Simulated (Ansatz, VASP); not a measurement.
# ZnSe in VASP and in Ansatz

```
Zn Se
1.0
     4.20586    0.00000    0.00000
     0.00000    4.20586    0.00000
     0.00000    0.00000    5.77547
Zn Se
2 2
Direct
  0.00000 0.00000 0.00000
  0.50000 0.50000 0.00000
  0.00000 0.50000 0.28626
  0.50000 0.00000 0.71374
```

Alike in both runs: task single point; functional PBEsol; k mesh 8 × 8 × 6; occupations gaussian, width 0.05 eV; no spin polarisation.

|  | VASP | Ansatz |
| --- | --- | --- |
| version | VASP 6.6.1 | Ansatz 0.2.0 |
| potentials or method | VASP PAW PBE potentials, release 64 (Zn, Se), cutoff 520 eV | scalar-relativistic, plane waves, PAW |
| valence electrons in the cell | 36 | 56 |

Ansatz gave:

* gap on the k mesh at the Fermi level (eV): 1.15
* least direct gap on the mesh (eV): 1.15
* pressure (GPa): -8.3
* traceless stress, the component that is largest in VASP (GPa): -1.38
* rms of the force components (eV/Å): 0.727

Q: What did VASP give for the same quantities?

A: gap on the k mesh at the Fermi level (eV): 1.15; least direct gap on the mesh (eV): 1.15; pressure (GPa): -8.2; traceless stress, the component that is largest in VASP (GPa): -1.36; rms of the force components (eV/Å): 0.716.

VASP's potentials were made for PBE, not for PBEsol, and Ansatz warns of the same on its side. Atom by atom the forces differ by 0.011 eV/Å (rms over components). With one functional, cell and mesh, what is left measures potentials, basis and numerics. VASP's potentials hold 36 valence electrons a cell and Ansatz's 56, so a difference there can come from the potentials and not from the codes.
